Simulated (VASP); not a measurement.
# NaH (Fm-3m) in VASP: a series of runs

The runs below take NaH through single point, with PBEsol.

Everything below comes from runs of VASP 6.6.1. Logs are shortened: lines on timing, memory, paths and dates and some standing lists are left out, and cuts for length are marked.

### 1 The cell of the first run

It takes space group Fm-3m (No. 225, cubic). Conventional cell: a = 4.944 Å, b = 4.944 Å, c = 4.944 Å, α = 90.00°, β = 90.00°, γ = 90.00°. Within 3.3 Å of Na (site symmetry m-3m) lie 6 H at 2.47 Å. Within 3.3 Å of H (site symmetry m-3m) lie 6 Na at 2.47 Å.

### 2 Single point, PBEsol (volume scaled by 1.04)

Contents of INCAR:

```
SYSTEM = NaH
PREC = Accurate ; ENCUT = 520
EDIFF = 1E-6 ; ISMEAR = -1
SIGMA = 0.05 ; LREAL = .False.
LASPH = .True. ; NELM = 60
ALGO = Normal ; ISIF = 2
LWAVE = .False. ; LCHARG = .False.
GGA = PS ; NBANDS = 11
```

Contents of KPOINTS:

```
Automatic mesh
0
Gamma
  9 9 9
  0 0 0
```

Contents of POSCAR:

```
NaH
1.0
    0.0000000000      2.4721089453      2.4721089453
    2.4721089453      0.0000000000      2.4721089453
    2.4721089453      2.4721089453      0.0000000000
Na H
1 1
Direct
    0.0000000000      0.0000000000      0.0000000000
    0.5000000000      0.5000000000      0.5000000000
```

Potentials or basis: VASP PAW PBE potentials, release 64 (Na_pv, H).

Command:

```
> cat potpaw_PBE.64/Na_pv/POTCAR potpaw_PBE.64/H/POTCAR > POTCAR
> mpirun -np 1 vasp_std > vasp.out
```

OUTCAR:

```text
SYSTEM = NaH
   PREC = Accurate
   ENCUT = 520
   EDIFF = 1E-6
   ISMEAR = -1
   LREAL = .False.
   LASPH = .True.
   NELM = 60
   ISIF = 2
   GGA = PS

 ion  position               nearest neighbor table
   1  0.000  0.000  0.000-
   2  0.500  0.500  0.500-

  LATTYP: Found a face centered cubic cell.
 ALAT       =     4.9442178906

  Lattice vectors:

 A1 = (   0.0000000000,   2.4721089453,   2.4721089453)
 A2 = (   2.4721089453,   0.0000000000,   2.4721089453)
 A3 = (   2.4721089453,   2.4721089453,   0.0000000000)

Analysis of symmetry for initial positions (statically):
=====================================================================
 Subroutine PRICEL returns:
 Original cell was already a primitive cell.

 Routine SETGRP: Setting up the symmetry group for a
 face centered cubic supercell.

 Subroutine GETGRP returns: Found 48 space group operations
 (whereof 48 operations were pure point group operations)
 out of a pool of 48 trial point group operations.

The static configuration has the point symmetry O_h .

Analysis of symmetry for dynamics (positions and initial velocities):
=====================================================================
 Subroutine PRICEL returns:
 Original cell was already a primitive cell.

 Routine SETGRP: Setting up the symmetry group for a
 face centered cubic supercell.

 Subroutine GETGRP returns: Found 48 space group operations
 (whereof 48 operations were pure point group operations)
 out of a pool of 48 trial point group operations.

The dynamic configuration has the point symmetry O_h .

 Subroutine INISYM returns: Found 48 space group operations
 (whereof 48 operations are pure point group operations),
 and found     1 'primitive' translations

----------------------------------------------------------------------------------------

                                     Primitive cell

  volume of cell :      30.2157

  direct lattice vectors                    reciprocal lattice vectors
     0.000000000  2.472108945  2.472108945    -0.202256458  0.202256458  0.202256458
     2.472108945  0.000000000  2.472108945     0.202256458 -0.202256458  0.202256458
     2.472108945  2.472108945  0.000000000     0.202256458  0.202256458 -0.202256458

  length of vectors
     3.496089998  3.496089998  3.496089998     0.350318462  0.350318462  0.350318462

  position of ions in fractional coordinates (direct lattice)
     0.000000000  0.000000000  0.000000000
     0.500000000  0.500000000  0.500000000

  ion indices of the primitive-cell ions
   primitive index   ion index
                 1           1
                 2           2

----------------------------------------------------------------------------------------

 KPOINTS: Automatic mesh

Automatic generation of k-mesh.
 Grid dimensions read from file:
 generate k-points for:    9    9    9

 Generating k-lattice:

  Cartesian coordinates                     Fractional coordinates (reciprocal lattice)
    -0.022472940  0.022472940  0.022472940     0.111111111  0.000000000  0.000000000
     0.022472940 -0.022472940  0.022472940     0.000000000  0.111111111  0.000000000
     0.022472940  0.022472940 -0.022472940     0.000000000  0.000000000  0.111111111

  Length of vectors
     0.038924274  0.038924274  0.038924274

  Shift w.r.t. Gamma in fractional coordinates (k-lattice)
     0.000000000  0.000000000  0.000000000

 Subroutine IBZKPT returns following result:
 ===========================================

 Found     35 irreducible k-points:

 Following reciprocal coordinates:
            Coordinates               Weight
  0.000000  0.000000  0.000000      1.000000
  0.111111  0.000000  0.000000      8.000000
  0.222222  0.000000  0.000000      8.000000
  0.333333  0.000000  0.000000      8.000000
  0.444444  0.000000  0.000000      8.000000
  0.111111  0.111111  0.000000      6.000000
[... 16 lines left out ...]
 -0.333333  0.333333  0.000000     12.000000
  0.444444  0.444444  0.000000      6.000000
 [... further k-points ...]
   k-points           NKPTS =     35   k-points in BZ     NKDIM =     35   number of bands    NBANDS=     11
   number of dos      NEDOS =    301   number of ions     NIONS =      2
   total plane-waves  NPLWV =  21952
   dimension x,y,z NGX =    28 NGY =   28 NGZ =   28
   dimension x,y,z NGXF=    56 NGYF=   56 NGZF=   56
   ions per type =               1   1
   NGX,Y,Z   is equivalent  to a cutoff of  13.31, 13.31, 13.31 a.u.
   NGXF,Y,Z  is equivalent  to a cutoff of  26.63, 26.63, 26.63 a.u.
 SYSTEM =  NaH
   PREC   = accura    normal or accurate (medium, high low for compatibility)
   ISTART =      0    job   : 0-new  1-cont  2-samecut
   ICHARG =      2    charge: 1-file 2-atom 10-const
   ISPIN  =      1    spin polarized calculation?
   LNONCOLLINEAR =      F non collinear calculations
   LSORBIT =      F    spin-orbit coupling
   LASPH  =      T    aspherical Exc in radial PAW
   ENCUT  =  520.0 eV  38.22 Ry    6.18 a.u.   6.50  6.50  6.50*2*pi/ulx,y,z
   NELM   =     60;   NELMIN=  2; NELMDL= -5     # of ELM steps
   EDIFF  = 0.1E-05   stopping-criterion for ELM
   LREAL  =      F    real-space projection
   EDIFFG = 0.1E-04   stopping-criterion for IOM
   NSW    =      0    number of steps for IOM
   IBRION =     -1    ionic relax: 0-MD 1-quasi-New 2-CG
   NFREE  =      0    steps in history (QN), initial steepest desc. (CG)
   ISIF   =      2    stress and relaxation
   ISYM   =      2    0-nonsym 1-usesym 2-fastsym
   POTIM  = 0.5000    time-step for ionic-motion
   TEBEG  =    0.0;   TEEND  =   0.0 temperature during run
   PSTRESS=    0.0 pullay stress
   NELECT =       8.0000    total number of electrons
   NUPDOWN=      -1.0000    fix difference up-down
   EMIN   =  10.00;   EMAX   =-10.00  energy-range for DOS
   EFERMI =   0.00;   METHOD = LEGACY
   ISMEAR =    -1;   SIGMA  =   0.05  broadening in eV -4-tet -1-fermi 0-gaus
   EFERMI_NEDOS =   21; number of points for ismear=-14 and -15
   IALGO  =     38    algorithm
   IMIX   =      4    mixing-type and parameters
     AMIX     =   0.40;   BMIX     =  1.00
     AMIX_MAG =   1.60;   BMIX_MAG =  1.00
  volume/ion in A,a.u.               =      15.11       101.95
  Fermi-wavevector in a.u.,A,eV,Ry     =   1.051221  1.986519 15.035320  1.105065
  Thomas-Fermi vector in A             =   2.186255
   LORBIT       =      0    0 simple, 1 ext, 2 COOP (PROOUT), +10 PAW based schemes
   GGA     = PS    functional components
   LHFCALC =     F    Hartree Fock is set to
   AEXX    =    0.0000 exact exchange contribution
   IVDW    =     0    specifies the selected vdW correction
   LEPSILON=     F    determine dielectric tensor
   LRPA    =     F    only Hartree local field effects (RPA)
 non-spin polarized calculation
  energy-cutoff  :      520.00
  volume of cell :       30.22
 maximum number of plane-waves:       869
 NGX is ok and might be reduce to    28
   NGX = 13   NGY = 13   NGZ = 13

 number of electron       8.0000004 magnetization

 Free energy of the ion-electron system (eV)
  ---------------------------------------------------
  ext. energy  EPLUGINS =         0.00000000
  ---------------------------------------------------
  free energy    TOTEN  =        -5.06953760 eV

  energy without entropy =       -5.06953760  energy(sigma->0) =       -5.06953760

 E-fermi :  -0.1677     XC(G=0):  -7.6589

 val. band max:       -1.3652086491   @ k =  -0.3333   0.4444   0.1111
 cond. band min:       2.3881846048   @ k =  -0.4444   0.1111   0.0000
 fundamental gap:      3.7533932538
 Fermi energy:        -0.1676550262

 k-point     1 :       0.0000    0.0000    0.0000
  band No.  band energies     occupation
      1     -23.4216      2.00000
      2     -23.4216      2.00000
      3     -23.4216      2.00000
      4      -4.8318      2.00000
      5       8.5246      0.00000
      6      13.5977      0.00000
      7      13.5977      0.00000
      8      13.5977      0.00000
      9      14.3850      0.00000
     10      14.3850      0.00000
     11      14.3850      0.00000

 k-point     2 :       0.1111    0.0000    0.0000
  band No.  band energies     occupation
      1     -23.4306      2.00000
      2     -23.4227      2.00000
      3     -23.4227      2.00000
      4      -4.6284      2.00000
      5       7.8751      0.00000
      6      11.2936      0.00000
      7      12.9039      0.00000
      8      12.9039      0.00000
      9      15.2604      0.00000
     10      15.2604      0.00000
     11      15.2978      0.00000

 k-point     3 :       0.2222    0.0000    0.0000
  band No.  band energies     occupation
      1     -23.4532      2.00000
      2     -23.4254      2.00000
      3     -23.4254      2.00000
      4      -4.0414      2.00000
      5       6.0456      0.00000
      6       9.8146      0.00000
      7      12.2003      0.00000
      8      12.2003      0.00000
      9      15.4931      0.00000
     10      15.4931      0.00000
     11      16.3226      0.00000

 k-point     4 :       0.3333    0.0000    0.0000
  band No.  band energies     occupation
      1     -23.4787      2.00000
      2     -23.4286      2.00000
      3     -23.4286      2.00000
      4      -3.1651      2.00000
      5       3.9301      0.00000
      6       9.1649      0.00000
      7      11.7501      0.00000
      8      11.7501      0.00000
      9      14.7218      0.00000
     10      14.7218      0.00000
     11      16.7916      0.00000

 k-point     5 :       0.4444    0.0000    0.0000
  band No.  band energies     occupation
      1     -23.4952      2.00000
      2     -23.4307      2.00000
      3     -23.4307      2.00000
      4      -2.3175      2.00000
      5       2.4010      0.00000
      6       8.9009      0.00000
      7      11.5372      0.00000
      8      11.5372      0.00000
      9      14.2418      0.00000
     10      14.2418      0.00000
     11      16.6617      0.00000
[... 211 lines left out ...]
 k-point    21 :       0.4444    0.3333    0.0000
  band No.  band energies     occupation
      1     -23.4819      2.00000
      2     -23.4473      2.00000
      3     -23.4436      2.00000
      4      -2.0382      2.00000
      5       3.7555      0.00000
      6       6.9853      0.00000
      7       9.1487      0.00000
      8       9.7169      0.00000
      9      11.7458      0.00000
     10      19.3479      0.00000
     11      20.6056      0.00000

 k-point    22 :      -0.4444    0.3333    0.0000
  band No.  band energies     occupation
      1     -23.4811      2.00000
      2     -23.4585      2.00000
      3     -23.4425      2.00000
      4      -1.5286      2.00000
      5       3.4873      0.00000
      6       5.2310      0.00000
      7       9.3108      0.00000
      8       9.7946      0.00000
      9      14.0427      0.00000
     10      19.1734      0.00000
     11      19.7273      0.00000

 k-point    23 :      -0.3333    0.3333    0.0000
  band No.  band energies     occupation
      1     -23.4717      2.00000
      2     -23.4696      2.00000
      3     -23.4384      2.00000
      4      -1.5693      2.00000
      5       4.0082      0.00000
      6       4.1843      0.00000
      7       9.8296      0.00000
      8      10.3248      0.00000
      9      16.1449      0.00000
     10      18.9846      0.00000
     11      19.3408      0.00000

 k-point    24 :       0.4444    0.4444    0.0000
  band No.  band energies     occupation
      1     -23.4879      2.00000
      2     -23.4469      2.00000
      3     -23.4469      2.00000
      4      -1.6531      2.00000
      5       3.2011      0.00000
      6       8.2995      0.00000
      7       8.8501      0.00000
      8       8.8501      0.00000
      9       9.8770      0.00000
     10      20.9469      0.00000
     11      22.8189      0.00000

 [... further k-points ...]

------------------------ aborting loop because EDIFF is reached ----------------------------------------

  FORCE on cell =-STRESS in cart. coord.  units (eV):
  Direction    XX          YY          ZZ          XY          YZ          ZX
  --------------------------------------------------------------------------------------
  -------------------------------------------------------------------------------------
  Total       -0.3628445     -0.3628445     -0.3628445      0.0000000     -0.0000000      0.0000000
  in kB      -19.2397017    -19.2397017    -19.2397017      0.0000000     -0.0000000      0.0000000
  external PRESSURE =     -19.2397017 kB  Pullay stress =       0.0000000 kB

 VOLUME and BASIS-vectors are now :
 -----------------------------------------------------------------------------
  energy-cutoff  :      520.00
  volume of cell :       30.22
      direct lattice vectors                 reciprocal lattice vectors
     0.000000000  2.472108945  2.472108945    -0.202256458  0.202256458  0.202256458
     2.472108945  0.000000000  2.472108945     0.202256458 -0.202256458  0.202256458
     2.472108945  2.472108945  0.000000000     0.202256458  0.202256458 -0.202256458

 POSITION                                       TOTAL-FORCE (eV/Angst)
 -----------------------------------------------------------------------------------
      0.00000      0.00000      0.00000         0.000000      0.000000      0.000000
      2.47211      2.47211      2.47211        -0.000000     -0.000000     -0.000000
 -----------------------------------------------------------------------------------
    total drift:                               -0.000000     -0.000000      0.000000

  FREE ENERGIE OF THE ION-ELECTRON SYSTEM (eV)
  ---------------------------------------------------
  free  energy   TOTEN  =        -5.0695375998 eV

  energy  without entropy=       -5.0695375998  energy(sigma->0) =       -5.06953760
```

Run time: 16 s. Hardware: 1 thread of Intel Xeon Platinum 8259CL at 2.50GHz (Skylake/Cascade Lake), shared host; peak memory 0.15 GiB.

What came out:

```yaml
Free_energy: -5.0695 eV
Pressure: -1.9 GPa
Band_gap_on_the_k_mesh: 3.75 eV, indirect (least direct gap 4.46 eV)
```

Caveat: the PAW data sets were made with another functional, which shifts forces and pressure a little. A k mesh can miss the band edges.

### 3 Single point, PBEsol (volume scaled by 1.06)

Contents of INCAR:

```
  PREC = Accurate
  ENCUT = 520
  EDIFF = 1E-7
  ISMEAR = -1
  SIGMA = 0.05
  LREAL = False
  LASPH = True
  NELM = 100
  ALGO = Normal
  ISIF = 2
  LWAVE = False
  LCHARG = True
  GGA = PS
  LELF = True
  LVHAR = True
  NBANDS = 11
```

Contents of KPOINTS:

```
Automatic mesh
0
Gamma
  9 9 9
```

Contents of POSCAR:

```
NaH
1.0
    0.0000000000      2.4878552867      2.4878552867
    2.4878552867      0.0000000000      2.4878552867
    2.4878552867      2.4878552867      0.0000000000
Na H
1 1
Direct
    0.0000000000      0.0000000000      0.0000000000
    0.5000000000      0.5000000000      0.5000000000
```

Potentials or basis: VASP PAW PBE potentials, release 64 (Na_pv, H).

Command:

```
> cat potpaw_PBE.64/Na_pv/POTCAR potpaw_PBE.64/H/POTCAR > POTCAR
> mpirun -np 1 vasp_std > vasp.out
```

It took 20 s on 1 thread of Intel Xeon Platinum 8259CL at 2.50GHz (Skylake/Cascade Lake), shared host; peak memory 0.15 GiB.

It converged, with:

```
Free energy            : -5.0623 eV
Pressure               : -2.2 GPa
Band gap on the k mesh : 3.72 eV, indirect (least direct gap 4.42 eV)
```

Levels at points of the mesh, in eV from the valence-band top:
```csv
k point,band 1,band 2,band 3,band 4,band 5,band 6,band 7,band 8,band 9
"(0.00, 0.00, 0.00)",-22.09,-22.09,-22.09,-3.42,9.73,14.83,14.83,14.83,15.57
```

Caveat: the PAW data sets were made with another functional, which shifts forces and pressure a little.
